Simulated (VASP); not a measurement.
ZrN, 2 atoms in the cell. It takes space group Fm-3m (No. 225, cubic). Conventional cell: a = 4.507 Å, b = 4.507 Å, c = 4.507 Å, α = 90.00°, β = 90.00°, γ = 90.00°. Zr (site symmetry m-3m) has 6 N at 2.25 Å within 3.0 Å. N (site symmetry m-3m) has 6 Zr at 2.25 Å within 3.0 Å. 

```yaml
Program: VASP 6.6.1
Task: electric field gradients
Functional: PBEsol
Potentials_or_basis: VASP PAW PBE potentials, release 64 (Zr_sv, N)
Cutoff: 520 eV
k_mesh: 9 × 9 × 9
Occupations: fermi-dirac, width 0.01 eV
Spin: no spin polarisation
Dipole_correction: no
Further_INCAR_settings: ALGO = Normal; EDIFF = 1e-08; NBANDS = 16
```

Potentials or basis: VASP PAW PBE potentials, release 64 (Zr_sv, N).

Run with:

```console
$ cat potpaw_PBE.64/Zr_sv/POTCAR potpaw_PBE.64/N/POTCAR > POTCAR
$ mpirun -np 1 vasp_std > vasp.out
```

Hardware: 1 thread of Intel Xeon 8259CL, with other jobs on the host.

**Question.** Estimate the wall time of this run.

**Answer.** Run time: 20 s on 1 thread of Intel Xeon 8259CL, with other jobs on the host, peak memory 0.14 GiB. Counts: scf iterations 15, k points 35.
